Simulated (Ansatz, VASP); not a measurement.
**PtSe2 in VASP and in Ansatz**

```
Pt Se
1.0
     4.01156    0.00000    0.00000
    -2.00578    3.47411    0.00000
     0.00000    0.00000    4.36230
Pt Se
1 2
Direct
  0.00000 0.00000 0.00000
  0.33333 0.66667 0.25000
  0.66667 0.33333 0.75000
```

Alike in both runs: task single point; functional PBEsol; dispersion D3(BJ); k mesh 18 × 18 × 10; occupations gaussian, width 0.15 eV; no spin polarisation.

|  | VASP | Ansatz |
| --- | --- | --- |
| version | VASP 6.6.1 | Ansatz 0.2.0 |
| potentials or method | VASP PAW PBE potentials, release 64 (Pt, Se), cutoff 520 eV | scalar-relativistic, plane waves, PAW |
| valence electrons in the cell | 22 | 50 |

|  | VASP | Ansatz | Ansatz less VASP |
| --- | --- | --- | --- |
| gap on the k mesh at the Fermi level (eV) | none | none | - |
| pressure (GPa) | -8.6 | -8.7 | -0.03 |
| traceless stress, the component that is largest in VASP (GPa) | 7.81 | 7.82 | +0.017 |
| rms of the force components (eV/Å) | 0.180 | 0.174 | -0.0061 |

VASP's potentials were made for PBE, not for PBEsol. Atom by atom the forces differ by 0.006 eV/Å (rms over components). A gap of «none» marks a metal or a gap that the smearing closes. VASP's potentials hold 22 valence electrons a cell and Ansatz's 50, so a difference there can come from the potentials and not from the codes.

Neither program's run includes spin-orbit coupling.
